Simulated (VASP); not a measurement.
Input of a VASP 6.6.1 run:

INCAR

```
ALGO     = Normal         # electronic algorithm
EDIFF    = 1E-6           # SCF threshold, eV
EDIFFG   = -0.02          # ionic threshold
ENCUT    = 600            # plane-wave cutoff, eV
GGA      = PS             # functional
IBRION   = 2              # ionic algorithm
ISIF     = 3              # what is computed and relaxed
ISMEAR   = -1             # smearing method
LASPH    = True           # aspherical terms in the spheres
LCHARG   = False          # write CHGCAR
LREAL    = False          # projectors in reciprocal space
LWAVE    = False          # write WAVECAR
NELM     = 60             # most SCF steps
NSW      = 80             # ionic steps
PREC     = Accurate       # precision mode
SIGMA    = 0.05           # smearing width, eV
```

File KPOINTS:

```
k-points
0
Gamma
  8 8 8
```

POSCAR

```
SnSe
1.0
    0.0000000000      3.0100000000      3.0100000000
    3.0100000000      0.0000000000      3.0100000000
    3.0100000000      3.0100000000      0.0000000000
Sn Se
1 1
Direct
    0.0000000000      0.0000000000      0.0000000000
    0.5000000000      0.5000000000      0.5000000000
```

Potentials or basis: VASP PAW PBE potentials, release 64 (Sn_d, Se).

Command:

```bash
$ cat potpaw_PBE.64/Sn_d/POTCAR potpaw_PBE.64/Se/POTCAR > POTCAR
$ mpirun -np 1 vasp_std > vasp.out
```

(1) What does it give for the relaxed cell?

(2) Estimate the space group after relaxing (to 0.05 Å).

(3) What does it give for the relaxed volume?

(4) Predict the band gap on the k mesh.

Answers

(1) a = 4.206 Å, b = 4.206 Å, c = 4.206 Å, α = 60.00°, β = 60.00°, γ = 60.00°.

(2) Fm-3m (No. 225).

(3) 26.30 Å³/atom.

(4) 0.75 eV, indirect (least direct gap 0.81 eV).

Caveat: the PAW data sets were made with another functional, which shifts forces and pressure a little; spin-orbit coupling is left out, which moves the levels of the heavy elements.
